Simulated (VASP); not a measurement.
# Sc (P6_3/mmc) in VASP: further runs, part 2 of 2

VASP 6.6.1. Earlier steps stand in the parts before.

## 3. Single point, PBEsol

This run uses another cell than the first one, of 16.13 Å³/atom, 1.172 times its volume.

The input, INCAR:

```
PREC = Accurate
ENCUT = 520
EDIFF = 1E-6
ISMEAR = -1
SIGMA = 0.1
LREAL = False
LASPH = True
NELM = 100
ALGO = Normal
ISIF = 2
LWAVE = False
LCHARG = False
GGA = PS
NBANDS = 18
```

The input, KPOINTS:

```
regular mesh
0
Gamma
  15 15 8
```

The input, POSCAR:

```
Sc
1.0
    2.8808723214      0.0000000000      0.0000000000
   -1.4404361607      2.4949086154      0.0000000000
    0.0000000000      0.0000000000      4.4892628083
Sc
2
Direct
    0.3333333333      0.6666666667      0.2500000000
    0.6666666667      0.3333333333      0.7500000000
```

Potentials or basis: VASP PAW PBE potentials, release 64 (Sc_sv).

Command:

```console
cat potpaw_PBE.64/Sc_sv/POTCAR > POTCAR
mpirun -np 1 vasp_std > vasp.out
```

OUTCAR:

```text
PREC = Accurate
   ENCUT = 520
   EDIFF = 1E-6
   ISMEAR = -1
   LREAL = False
   LASPH = True
   NELM = 100
   ISIF = 2
   GGA = PS

 ion  position               nearest neighbor table
   1  0.333  0.667  0.250-   2 2.79   2 2.79   2 2.79   2 2.79   2 2.79   2 2.79
   2  0.667  0.333  0.750-   1 2.79   1 2.79   1 2.79   1 2.79   1 2.79   1 2.79

  LATTYP: Found a hexagonal cell.
 ALAT       =     2.8808723214
 C/A-ratio  =     1.5582998160

  Lattice vectors:

 A1 = (   2.8808723214,   0.0000000000,   0.0000000000)
 A2 = (  -1.4404361607,   2.4949086154,   0.0000000000)
 A3 = (   0.0000000000,   0.0000000000,   4.4892628083)

Analysis of symmetry for initial positions (statically):
=====================================================================
 Subroutine PRICEL returns:
 Original cell was already a primitive cell.

 Routine SETGRP: Setting up the symmetry group for a
 hexagonal supercell.

 Subroutine GETGRP returns: Found 24 space group operations
 (whereof 12 operations were pure point group operations)
 out of a pool of 24 trial point group operations.

The static configuration has the point symmetry D_3d.
 The point group associated with its full space group is D_6h.

Analysis of symmetry for dynamics (positions and initial velocities):
=====================================================================
 Subroutine PRICEL returns:
 Original cell was already a primitive cell.

 Routine SETGRP: Setting up the symmetry group for a
 hexagonal supercell.

 Subroutine GETGRP returns: Found 24 space group operations
 (whereof 12 operations were pure point group operations)
 out of a pool of 24 trial point group operations.

The dynamic configuration has the point symmetry D_3d.
 The point group associated with its full space group is D_6h.

 Subroutine INISYM returns: Found 24 space group operations
[... 111 lines left out ...]
   EFERMI =   0.00;   METHOD = LEGACY
   ISMEAR =    -1;   SIGMA  =   0.10  broadening in eV -4-tet -1-fermi 0-gaus
   EFERMI_NEDOS =   21; number of points for ismear=-14 and -15
   IALGO  =     38    algorithm
   IMIX   =      4    mixing-type and parameters
     AMIX     =   0.40;   BMIX     =  1.00
     AMIX_MAG =   1.60;   BMIX_MAG =  1.00
  volume/ion in A,a.u.               =      16.13       108.87
  Fermi-wavevector in a.u.,A,eV,Ry     =   1.440891  2.722889 28.247970  2.076167
  Thomas-Fermi vector in A             =   2.559585
   LORBIT       =      0    0 simple, 1 ext, 2 COOP (PROOUT), +10 PAW based schemes
   GGA     = PS    functional components
   LHFCALC =     F    Hartree Fock is set to
   AEXX    =    0.0000 exact exchange contribution
   IVDW    =     0    specifies the selected vdW correction
   LEPSILON=     F    determine dielectric tensor
   LRPA    =     F    only Hartree local field effects (RPA)
 non-spin polarized calculation
  energy-cutoff  :      520.00
  volume of cell :       32.27
 maximum number of plane-waves:       894
 NGX is ok and might be reduce to    24
   NGX = 11   NGY = 11   NGZ = 17

 number of electron      22.0000002 magnetization

 Free energy of the ion-electron system (eV)
  ---------------------------------------------------
  ext. energy  EPLUGINS =         0.00000000
  ---------------------------------------------------
  free energy    TOTEN  =       -11.82886604 eV

  energy without entropy =      -11.73992095  energy(sigma->0) =      -11.78439350

 E-fermi :   6.4676     XC(G=0): -11.8803

 val. band max:        6.4588640886   @ k =   0.4667   0.0667   0.5000
 cond. band min:       6.4681156013   @ k =   0.3333   0.2000   0.2500
 fundamental gap:      0.0092515127
 Fermi energy:         6.4675983700

 k-point     1 :       0.0000    0.0000    0.0000
  band No.  band energies     occupation
      1     -41.8828      2.00000
      2     -41.4915      2.00000
      3     -21.3979      2.00000
      4     -20.0609      2.00000
      5     -20.0609      2.00000
      6     -19.8317      2.00000
[... 481 lines left out ...]
      5     -20.5811      2.00000
      6     -20.5714      2.00000
[... 10 lines left out ...]
     17      12.2883      0.00000
     18      12.4740      0.00000

 [... further k-points ...]

------------------------ aborting loop because EDIFF is reached ----------------------------------------

  FORCE on cell =-STRESS in cart. coord.  units (eV):
  Direction    XX          YY          ZZ          XY          YZ          ZX
  --------------------------------------------------------------------------------------
  -------------------------------------------------------------------------------------
  Total        7.8484998      7.8484998      7.8368495      0.0000000     -0.0000000     -0.0000000
  in kB      389.7117955    389.7117955    389.1333054      0.0000000     -0.0000000     -0.0000000
  external PRESSURE =     389.5189655 kB  Pullay stress =       0.0000000 kB

 VOLUME and BASIS-vectors are now :
 -----------------------------------------------------------------------------
  energy-cutoff  :      520.00
  volume of cell :       32.27
      direct lattice vectors                 reciprocal lattice vectors
     2.880872321  0.000000000  0.000000000     0.347117084  0.200408142  0.000000000
    -1.440436161  2.494908615  0.000000000     0.000000000  0.400816284  0.000000000
     0.000000000  0.000000000  4.489262808     0.000000000  0.000000000  0.222753722

 POSITION                                       TOTAL-FORCE (eV/Angst)
 -----------------------------------------------------------------------------------
     -0.00000      1.66327      1.12232         0.000000     -0.000000      0.000000
      1.44044      0.83164      3.36695        -0.000000      0.000000      0.000000
 -----------------------------------------------------------------------------------
    total drift:                               -0.000000      0.000000     -0.000000

  FREE ENERGIE OF THE ION-ELECTRON SYSTEM (eV)
  ---------------------------------------------------
  free  energy   TOTEN  =       -11.8288660399 eV

  energy  without entropy=      -11.7399209505  energy(sigma->0) =      -11.78439350
```

OSZICAR:

```text
N       E                     dE             d eps       ncg     rms          rms(c)
DAV:   1     0.326315363498E+03    0.32632E+03   -0.11298E+04  4876   0.143E+03
DAV:   2     0.357009479235E+01   -0.32275E+03   -0.31737E+03  5388   0.556E+02
DAV:   3    -0.124461905627E+02   -0.16016E+02   -0.15551E+02  7686   0.157E+02
DAV:   4    -0.127207918215E+02   -0.27460E+00   -0.27307E+00  7214   0.179E+01
DAV:   5    -0.127234535146E+02   -0.26617E-02   -0.26605E-02  7950   0.180E+00    0.141E+01
DAV:   6    -0.119675306946E+02    0.75592E+00   -0.14272E+00  6352   0.153E+01    0.546E+00
DAV:   7    -0.118371739660E+02    0.13036E+00   -0.46433E-01  6484   0.820E+00    0.701E-01
DAV:   8    -0.118289697790E+02    0.82042E-02   -0.14933E-02  5910   0.153E+00    0.126E-01
DAV:   9    -0.118288690900E+02    0.10069E-03   -0.82060E-04  7450   0.381E-01    0.150E-02
DAV:  10    -0.118288686731E+02    0.41688E-06   -0.23479E-05  7482   0.681E-02    0.545E-03
DAV:  11    -0.118288664075E+02    0.22656E-05   -0.27248E-07  3310   0.751E-03    0.894E-04
DAV:  12    -0.118288660399E+02    0.36761E-06   -0.62059E-08  2996   0.480E-03
   1 F= -.11828866E+02 E0= -.11784393E+02  d E =-.889451E-01
```

Wall time 46 s (1 thread of Intel Xeon Platinum 8259CL at 2.50GHz (Skylake/Cascade Lake), shared host); peak memory 0.2 GiB.

What came out:

```
Free energy            : -11.8289 eV
Pressure               : 39.0 GPa
Band gap on the k mesh : zero (band 11 reaches 8.45 eV, above the bottom of band 12 at 5.85 eV)
```

Caveat: the PAW data sets were made with another functional, which shifts forces and pressure a little.
